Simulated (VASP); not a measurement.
Crystal: ScAl3.

```
CELL_PARAMETERS angstrom
4.10533 0.00000 0.00000
0.00000 4.10533 0.00000
0.00000 0.00000 4.10533
ATOMIC_POSITIONS crystal
Sc 0.00000 0.00000 0.00000
Al 0.50000 0.00000 0.50000
Al 0.00000 0.50000 0.50000
Al 0.50000 0.50000 0.00000
```

```yaml
Program: VASP 6.6.1
Task: relaxation of cell and atoms
Functional: PBEsol
Potentials_or_basis: VASP PAW PBE potentials, release 64 (Sc_sv, Al)
Cutoff: 600 eV
k_mesh: 10 × 10 × 10
Occupations: gaussian, width 0.1 eV
Spin: no spin polarisation
```

At the start: pressure -2.1 GPa; volume 17.30 Å³/atom.

**Question.** Where does the relaxation end?

**Answer.** Over 3 steps the energy falls by 2.7 meV/atom and the volume is 16.89 Å³/atom (-2.3 %); space group Pm-3m (No. 221, to 0.1 Å) before and after.

Step by step:
```
step  energy change (eV)  largest force (eV/Å)  pressure (GPa)  volume (Å³)
   1              0.0000                0.0000           -2.07        69.19
   2             -0.0091                0.0000            0.83        66.98
   3             -0.0107                0.0000            0.00        67.57
```

Final structure:
```
Sc Al
1.0
     4.07308    0.00000    0.00000
     0.00000    4.07308    0.00000
     0.00000    0.00000    4.07308
Sc Al
1 3
Direct
  0.00000 0.00000 0.00000
  0.50000 0.00000 0.50000
  0.00000 0.50000 0.50000
  0.50000 0.50000 0.00000
```

Caveat: the PAW data sets were made with another functional, which shifts forces and pressure a little.
